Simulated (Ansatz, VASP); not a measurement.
## One calculation of NaH, two programs

Contents of POSCAR:

```
NaH
1.0
    0.0159834152      2.4134957025      2.4134957025
    2.4134957025      0.0159834152      2.4134957025
    2.4134957025      2.4134957025      0.0159834152
Na H
1 1
Direct
    0.0000000000      0.0000000000      0.0000000000
    0.5000000000      0.5000000000      0.5000000000
```

The input INCAR.step1:

```
SYSTEM = NaH
PREC = Accurate
ENCUT = 520
EDIFF = 1E-5
ISMEAR = 0
SIGMA = 0.01
LREAL = .False.
LASPH = .True.
NELM = 100
ALGO = Normal
ISIF = 2
LWAVE = .True.
GGA = PE
NBANDS = 11
```

The input INCAR.step2:

```
SYSTEM = NaH
PREC = Accurate
ENCUT = 520
EDIFF = 1E-6
ISMEAR = 0
SIGMA = 0.01
LREAL = .False.
LASPH = .True.
NELM = 100
ALGO = Normal
ISIF = 2
LWAVE = .False.
LCHARG = .True.
GGA = PE
LHFCALC = .True.
HFSCREEN = 0.2079
PRECFOCK = Normal
LELF = .True.
LVHAR = .True.
ISTART = 1
NBANDS = 11
```

KPOINTS

```
Automatic mesh
0
Gamma
  6 6 6
  0 0 0
```

Input for Ansatz:

```yaml
crystal:
  lattice:
    - [0.0159834152, 2.4134957025, 2.4134957025]
    - [2.4134957025, 0.0159834152, 2.4134957025]
    - [2.4134957025, 2.4134957025, 0.0159834152]
  atoms:
    - { symbol: Na, position: [0.0, 0.0, 0.0] }
    - { symbol: H, position: [0.5, 0.5, 0.5] }
kpoints:
  mp_grid: { grid: [6, 6, 6] }
  band_path:
    path:
      - [0.0, 0.0, 0.0]
      - [0.5, 0.0, 0.5]
      - [0.625, 0.25, 0.625]
      - [0.375, 0.375, 0.75]
      - [0.5, 0.5, 0.5]
      - [0.5, 0.25, 0.75]
      - [0.244792, -0.5, -0.25]
    npoints: 1
hamiltonian:
  xc: hse06
scf:
  occupations: { method: fixed }
  n_extra_bands: 4
output:
  forces: true
  stress: true
  eigenvalues: true
```

Change from the starting cell: shear_111 strain +1.0%.

Alike in both runs: task single point; functional HSE06; k mesh 6 × 6 × 6; no spin polarisation.

```csv
,VASP,Ansatz
version,VASP 6.6.1,Ansatz 0.2.0
potentials or method,"VASP PAW PBE potentials, release 64 (Na_pv, H)","plane waves, PAW"
plane-wave cutoff (eV),520,420
occupations,"gaussian, width 0.01 eV",fixed
valence electrons in the cell,8,10
```

```csv
,VASP,Ansatz,Ansatz less VASP
gap on the k mesh at the Fermi level (eV),4.81,4.82,+0.005
pressure (GPa),-0.1,-0.1,-0.01
"traceless stress, the component that is largest in VASP (GPa)",-0.16,-0.16,+0.001
```

VASP's potentials hold 8 valence electrons a cell and Ansatz's 10, so a difference there can come from the potentials and not from the codes. Ansatz's warnings: stress exchange threshold loose, stress scf threshold loose.
